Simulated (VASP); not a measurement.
Sn:

```
Sn
1.0
     0.00000    3.23334    3.23334
     3.23334    0.00000    3.23334
     3.23334    3.23334    0.00000
Sn
2
Direct
  0.75000 0.75000 0.75000
  0.50000 0.50000 0.50000
```

This isn't the form of Sn at room conditions, which is tetragonal (white tin).

Base run:

```yaml
Program: VASP 6.6.1
Functional: PBE
Potentials_or_basis: VASP PAW PBE potentials, release 64 (Sn_d)
Cutoff: 520 eV
k_mesh: 7 × 7 × 7
Occupations: gaussian, width 0.026 eV
Spin: no spin polarisation
```

Its results: band gap on the k mesh zero (bands 14 and 15 overlap by 0.04 eV); pressure 3.8 GPa.

Task: The run is repeated on the same cell with these changes: k mesh from 7 × 7 × 7 to 4 × 4 × 4; occupations from gaussian, width 0.026 eV to fermi-dirac, width 0.05 eV. What comes out?

Result: Band gap on the k mesh zero (bands 14 and 15 overlap by 0.07 eV); pressure 4.4 GPa.

Caveats: some runs use coarse meshes; spin-orbit coupling is left out, which moves the levels of the heavy elements; the cell stands under pressure (at least some runs).
